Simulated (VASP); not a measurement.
Here is a VASP 6.6.1 calculation.

INCAR

```
SYSTEM = RbBr
PREC     = Accurate       ! precision mode
ENCUT    = 600            ! plane-wave cutoff, eV
EDIFF    = 1E-7           ! SCF threshold, eV
ISMEAR   = -1             ! smearing method
SIGMA    = 0.02           ! smearing width, eV
LREAL    = .FALSE.        ! projectors in reciprocal space
LASPH    = .TRUE.         ! aspherical terms in the spheres
NELM     = 80             ! most SCF steps
ALGO     = Normal         ! electronic algorithm
ISIF     = 3              ! what is computed and relaxed
LWAVE    = .FALSE.        ! write WAVECAR
LCHARG   = .FALSE.        ! write CHGCAR
GGA      = PS             ! functional
IBRION   = 2              ! ionic algorithm
NSW      = 80             ! ionic steps
EDIFFG   = -0.005         ! ionic threshold
```

File KPOINTS:

```
Automatic mesh
0
G
  6 6 4
  0 0 0
```

File POSCAR:

```
RbBr
1.0
    4.8535110663      0.0000000000      0.0000000000
   -2.4267555331      4.2032638809      0.0000000000
    0.0000000000      0.0000000000      8.5020177377
Rb Br
2 2
Direct
    0.0000000000      0.0000000000      0.0000000000
    0.0000000000      0.0000000000      0.5000000000
    0.3333333333      0.6666666667      0.2500000000
    0.6666666667      0.3333333333      0.7500000000
```

Potentials or basis: VASP PAW PBE potentials, release 64 (Rb_sv, Br).

Run with:

```console
$ cat potpaw_PBE.64/Rb_sv/POTCAR potpaw_PBE.64/Br/POTCAR > POTCAR
$ mpirun -np 1 vasp_std > vasp.out
```

(1) What does it give for the space group after relaxing (to 0.1 Å)?

(2) Estimate the band gap on the k mesh.

(3) Estimate the relaxed cell.

Results:

(1) P6_3/mmc (No. 194).

(2) 4.16 eV.

(3) a = 4.723 Å, b = 4.723 Å, c = 8.333 Å, α = 90.00°, β = 90.00°, γ = 120.00°.
